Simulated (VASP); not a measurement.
# Cr (Im-3m) in VASP: a series of runs

The runs below take Cr through single point, with PBE.

All numbers are computed with VASP 6.6.1; they aren't measurements. Logs are shortened: lines on timing, memory, paths and dates and some standing lists are left out, and cuts for length are marked.

## Step 1: The cell of the first run

Symmetry: Im-3m, No. 229, cubic system. The conventional cell has a = 2.849 Å, b = 2.849 Å, c = 2.849 Å, α = 90.00°, β = 90.00°, γ = 90.00°. Within 3.3 Å of Cr (site symmetry m-3m) lie 14 Cr at 2.47 to 2.85 Å.

## Step 2: Single point, PBE

Input file INCAR:

```
ALGO     = Normal         # electronic algorithm
EDIFF    = 1E-6           # SCF threshold, eV
ENCUT    = 520            # plane-wave cutoff, eV
GGA      = PE             # functional
ISIF     = 2              # what is computed and relaxed
ISMEAR   = -1             # smearing method
LASPH    = True           # aspherical terms in the spheres
LCHARG   = True           # write CHGCAR
LELF     = True           # ELF
LREAL    = False          # projectors in reciprocal space
LVHAR    = True         
LWAVE    = False          # write WAVECAR
NBANDS   = 12             # bands
NELM     = 100            # most SCF steps
PREC     = Accurate       # precision mode
SIGMA    = 0.3            # smearing width, eV
```

Input file KPOINTS:

```
k-points
0
Gamma
  15 15 15
```

Input file POSCAR:

```
Cr
1.0
   -1.4243177237      1.4243177237      1.4243177237
    1.4243177237     -1.4243177237      1.4243177237
    1.4243177237      1.4243177237     -1.4243177237
Cr
1
Direct
    0.0000000000      0.0000000000      0.0000000000
```

Potentials or basis: VASP PAW PBE potentials, release 64 (Cr_pv).

Command:

```console
$ cat potpaw_PBE.64/Cr_pv/POTCAR > POTCAR
$ mpirun -np 1 vasp_std > vasp.out
```

OUTCAR:

```text
EDIFF = 1E-6
   ENCUT = 520
   GGA = PE
   ISIF = 2
   ISMEAR = -1
   LASPH = True
   LREAL = False
   NELM = 100
   PREC = Accurate

 ion  position               nearest neighbor table
   1  0.000  0.000  0.000-

  LATTYP: Found a body centered cubic cell.
 ALAT       =     2.8486354474

  Lattice vectors:

 A1 = (  -1.4243177237,   1.4243177237,   1.4243177237)
 A2 = (   1.4243177237,  -1.4243177237,   1.4243177237)
 A3 = (   1.4243177237,   1.4243177237,  -1.4243177237)

Analysis of symmetry for initial positions (statically):
=====================================================================
 Subroutine PRICEL returns:
 Original cell was already a primitive cell.

 Routine SETGRP: Setting up the symmetry group for a
 body centered cubic supercell.

 Subroutine GETGRP returns: Found 48 space group operations
 (whereof 48 operations were pure point group operations)
 out of a pool of 48 trial point group operations.

The static configuration has the point symmetry O_h .

Analysis of symmetry for dynamics (positions and initial velocities):
=====================================================================
 Subroutine PRICEL returns:
 Original cell was already a primitive cell.

 Routine SETGRP: Setting up the symmetry group for a
 body centered cubic supercell.

 Subroutine GETGRP returns: Found 48 space group operations
 (whereof 48 operations were pure point group operations)
 out of a pool of 48 trial point group operations.

The dynamic configuration has the point symmetry O_h .

 Subroutine INISYM returns: Found 48 space group operations
 (whereof 48 operations are pure point group operations),
 and found     1 'primitive' translations

----------------------------------------------------------------------------------------

                                     Primitive cell

  volume of cell :      11.5579

  direct lattice vectors                    reciprocal lattice vectors
    -1.424317724  1.424317724  1.424317724     0.000000000  0.351045270  0.351045270
     1.424317724 -1.424317724  1.424317724     0.351045270  0.000000000  0.351045270
     1.424317724  1.424317724 -1.424317724     0.351045270  0.351045270  0.000000000

  length of vectors
     2.466990664  2.466990664  2.466990664     0.496452982  0.496452982  0.496452982

  position of ions in fractional coordinates (direct lattice)
     0.000000000  0.000000000  0.000000000

  ion indices of the primitive-cell ions
   primitive index   ion index
                 1           1

----------------------------------------------------------------------------------------

 KPOINTS: k-points

Automatic generation of k-mesh.
 Grid dimensions read from file:
 generate k-points for:   15   15   15

 Generating k-lattice:

  Cartesian coordinates                     Fractional coordinates (reciprocal lattice)
     0.000000000  0.023403018  0.023403018     0.066666667  0.000000000  0.000000000
     0.023403018  0.000000000  0.023403018     0.000000000  0.066666667  0.000000000
     0.023403018  0.023403018  0.000000000     0.000000000  0.000000000  0.066666667

  Length of vectors
     0.033096865  0.033096865  0.033096865

  Shift w.r.t. Gamma in fractional coordinates (k-lattice)
     0.000000000  0.000000000  0.000000000

 Subroutine IBZKPT returns following result:
 ===========================================

 Found    120 irreducible k-points:

 Following reciprocal coordinates:
            Coordinates               Weight
  0.000000  0.000000  0.000000      1.000000
  0.066667  0.000000  0.000000     12.000000
  0.133333  0.000000  0.000000     12.000000
  0.200000  0.000000  0.000000     12.000000
  0.266667  0.000000  0.000000     12.000000
  0.333333  0.000000  0.000000     12.000000
[... 16 lines left out ...]
  0.333333  0.200000 -0.000000     48.000000
  0.400000  0.200000  0.000000     24.000000
 [... further k-points ...]
   k-points           NKPTS =    120   k-points in BZ     NKDIM =    120   number of bands    NBANDS=     12
   number of dos      NEDOS =    301   number of ions     NIONS =      1
   total plane-waves  NPLWV =   5832
   dimension x,y,z NGX =    18 NGY =   18 NGZ =   18
   dimension x,y,z NGXF=    36 NGYF=   36 NGZF=   36
   ions per type =               1
   NGX,Y,Z   is equivalent  to a cutoff of  12.13, 12.13, 12.13 a.u.
   NGXF,Y,Z  is equivalent  to a cutoff of  24.26, 24.26, 24.26 a.u.
 SYSTEM =  unknown system
   PREC   = accura    normal or accurate (medium, high low for compatibility)
   ISTART =      0    job   : 0-new  1-cont  2-samecut
   ICHARG =      2    charge: 1-file 2-atom 10-const
   ISPIN  =      1    spin polarized calculation?
   LNONCOLLINEAR =      F non collinear calculations
   LSORBIT =      F    spin-orbit coupling
   LASPH  =      T    aspherical Exc in radial PAW
   ENCUT  =  520.0 eV  38.22 Ry    6.18 a.u.   4.59  4.59  4.59*2*pi/ulx,y,z
   NELM   =    100;   NELMIN=  2; NELMDL= -5     # of ELM steps
   EDIFF  = 0.1E-05   stopping-criterion for ELM
   LREAL  =      F    real-space projection
   EDIFFG = 0.1E-04   stopping-criterion for IOM
   NSW    =      0    number of steps for IOM
   IBRION =     -1    ionic relax: 0-MD 1-quasi-New 2-CG
   NFREE  =      0    steps in history (QN), initial steepest desc. (CG)
   ISIF   =      2    stress and relaxation
   ISYM   =      2    0-nonsym 1-usesym 2-fastsym
   POTIM  = 0.5000    time-step for ionic-motion
   TEBEG  =    0.0;   TEEND  =   0.0 temperature during run
   PSTRESS=    0.0 pullay stress
   NELECT =      12.0000    total number of electrons
   NUPDOWN=      -1.0000    fix difference up-down
   EMIN   =  10.00;   EMAX   =-10.00  energy-range for DOS
   EFERMI =   0.00;   METHOD = LEGACY
   ISMEAR =    -1;   SIGMA  =   0.30  broadening in eV -4-tet -1-fermi 0-gaus
   EFERMI_NEDOS =   21; number of points for ismear=-14 and -15
   IALGO  =     38    algorithm
   IMIX   =      4    mixing-type and parameters
     AMIX     =   0.40;   BMIX     =  1.00
     AMIX_MAG =   1.60;   BMIX_MAG =  1.00
  volume/ion in A,a.u.               =      11.56        78.00
  Fermi-wavevector in a.u.,A,eV,Ry     =   1.657709  3.132616 37.388811  2.748000
  Thomas-Fermi vector in A             =   2.745415
   LORBIT       =      0    0 simple, 1 ext, 2 COOP (PROOUT), +10 PAW based schemes
   GGA     = PE    functional components
   LHFCALC =     F    Hartree Fock is set to
   AEXX    =    0.0000 exact exchange contribution
   IVDW    =     0    specifies the selected vdW correction
   LEPSILON=     F    determine dielectric tensor
   LRPA    =     F    only Hartree local field effects (RPA)
 non-spin polarized calculation
  energy-cutoff  :      520.00
  volume of cell :       11.56
 maximum number of plane-waves:       324
   NGX =  9   NGY =  9   NGZ =  9

 number of electron      11.9999993 magnetization

 Free energy of the ion-electron system (eV)
  ---------------------------------------------------
  ext. energy  EPLUGINS =         0.00000000
  ---------------------------------------------------
  free energy    TOTEN  =        -9.64502271 eV

  energy without entropy =       -9.34166094  energy(sigma->0) =       -9.49334183

 E-fermi :  10.9017     XC(G=0): -13.6639

 val. band max:       10.8976056576   @ k =  -0.2667   0.3333   0.2000
 cond. band min:      10.9054480974   @ k =  -0.4667  -0.4667   0.2667
 fundamental gap:      0.0078424398
 Fermi energy:        10.9017167098

 k-point     1 :       0.0000    0.0000    0.0000
  band No.  band energies     occupation
      1     -31.6959      2.00000
      2     -31.6958      2.00000
      3     -31.6958      2.00000
      4       3.1117      2.00000
      5      10.1020      1.86993
      6      10.1020      1.86993
      7      10.1020      1.86993
      8      12.1588      0.02983
      9      12.1588      0.02983
     10      18.1618      0.00000
     11      33.2573      0.00000
     12      33.2573      0.00000

 k-point     2 :       0.0667    0.0000    0.0000
  band No.  band energies     occupation
      1     -31.7373      2.00000
      2     -31.7085      2.00000
      3     -31.6961      2.00000
      4       3.3068      2.00000
      5      10.0263      1.89746
      6      10.0888      1.87519
      7      10.2343      1.80489
      8      12.0745      0.03932
      9      12.1641      0.02931
     10      18.1617      0.00000
     11      32.8024      0.00000
     12      33.1986      0.00000

 k-point     3 :       0.1333    0.0000    0.0000
  band No.  band energies     occupation
      1     -31.8536      2.00000
      2     -31.7443      2.00000
      3     -31.6968      2.00000
      4       3.8679      2.00000
      5       9.8172      1.94758
      6      10.0201      1.89944
      7      10.6186      1.43969
      8      11.9005      0.06915
      9      12.1836      0.02750
     10      18.1616      0.00000
     11      31.5184      0.00000
     12      32.8241      0.00000
[... 286 lines left out ...]
 k-point    23 :       0.3333    0.2000   -0.0000
  band No.  band energies     occupation
      1     -32.4840      2.00000
      2     -32.0890      2.00000
      3     -31.7853      2.00000
      4       7.4713      1.99998
      5       8.6576      1.99887
      6       9.7200      1.96181
      7      12.0474      0.04295
      8      12.7025      0.00493
      9      16.0021      0.00000
     10      18.1577      0.00000
     11      21.8506      0.00000
     12      25.0939      0.00000

 k-point    24 :       0.4000    0.2000    0.0000
  band No.  band energies     occupation
      1     -32.4987      2.00000
      2     -32.1140      2.00000
      3     -31.7870      2.00000
      4       7.4518      1.99998
      5       8.6484      1.99891
      6       9.8685      1.93810
      7      12.1096      0.03505
      8      12.7533      0.00417
      9      16.7038      0.00000
     10      18.1548      0.00000
     11      20.8299      0.00000
     12      24.8790      0.00000

 [... further k-points ...]
[... 5 lines left out ...]
  --------------------------------------------------------------------------------------
  -------------------------------------------------------------------------------------
  Total        0.1386434      0.1386434      0.1386434      0.0000000      0.0000000     -0.0000000
  in kB       19.2189308     19.2189308     19.2189308      0.0000000      0.0000000     -0.0000000
  external PRESSURE =      19.2189308 kB  Pullay stress =       0.0000000 kB

 VOLUME and BASIS-vectors are now :
 -----------------------------------------------------------------------------
  energy-cutoff  :      520.00
  volume of cell :       11.56
      direct lattice vectors                 reciprocal lattice vectors
    -1.424317724  1.424317724  1.424317724     0.000000000  0.351045270  0.351045270
     1.424317724 -1.424317724  1.424317724     0.351045270  0.000000000  0.351045270
     1.424317724  1.424317724 -1.424317724     0.351045270  0.351045270  0.000000000

 POSITION                                       TOTAL-FORCE (eV/Angst)
 -----------------------------------------------------------------------------------
      0.00000      0.00000      0.00000         0.000000     -0.000000      0.000000
 -----------------------------------------------------------------------------------
    total drift:                                0.000000      0.000000      0.000000

  FREE ENERGIE OF THE ION-ELECTRON SYSTEM (eV)
  ---------------------------------------------------
  free  energy   TOTEN  =        -9.6450227110 eV

  energy  without entropy=       -9.3416609445  energy(sigma->0) =       -9.49334183
```

Wall time 8.6 s (1 thread of Intel Xeon 6975P-C, shared host); peak memory 0.13 GiB.

Results:

- Free energy: -9.6450 eV
- Pressure: 1.9 GPa
- Band gap on the k mesh: zero (band 6 reaches 13.34 eV, above the bottom of band 7 at 10.10 eV)

Levels at points of the mesh, in eV from the Fermi level:
```
           k point  band 2  band 3  band 4  band 5  band 6  band 7  band 8  band 9  band 10  band 11
(0.00, 0.00, 0.00)  -42.60  -42.60   -7.79   -0.80   -0.80   -0.80    1.26    1.26     7.26    22.36
```

Caveat: the run has no spin polarisation, though such a crystal can be magnetic. Spin polarisation is off, so any magnetic state and its effect on volume and gap are missing.

(Continued in part 2 of 2.)
